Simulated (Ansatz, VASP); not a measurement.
One calculation of KCdF3, two programs

```
K Cd F
1.0
     4.20681    0.00000    0.00000
     0.00000    4.20681    0.00000
     0.00000    0.00000    4.38209
K Cd F
1 1 3
Direct
  0.00000 0.00000 0.00000
  0.50000 0.50000 0.50000
  0.00000 0.50000 0.50000
  0.50000 0.00000 0.50000
  0.50000 0.50000 0.00000
```

Change from the starting cell: strain -0.0400 x Voigt [1, 1, 0, 0, 0, 0], atoms carried along.

Alike in both runs: task single point; functional LDA; k mesh 6 × 6 × 6; occupations gaussian, width 0.05 eV; no spin polarisation.

|  | VASP | Ansatz |
| --- | --- | --- |
| version | VASP 6.6.1 | Ansatz 0.2.0 |
| potentials or method | VASP PAW LDA potentials, release 64 (K_sv, Cd, F), cutoff 520 eV | scalar-relativistic, plane waves, PAW |
| valence electrons in the cell | 42 | 50 |

|  | VASP | Ansatz | Ansatz less VASP |
| --- | --- | --- | --- |
| gap on the k mesh at the Fermi level (eV) | 2.65 | 2.66 | +0.018 |
| least direct gap on the mesh (eV) | 5.07 | 5.09 | +0.027 |
| pressure (GPa) | 3.4 | 2.4 | -1.02 |
| traceless stress, the component that is largest in VASP (GPa) | -3.38 | -3.10 | +0.275 |

LDA's correlation is that of Perdew and Zunger in VASP and of Perdew and Wang (1992) in Ansatz. VASP's potentials hold 42 valence electrons a cell and Ansatz's 50, so a difference there can come from the potentials and not from the codes.
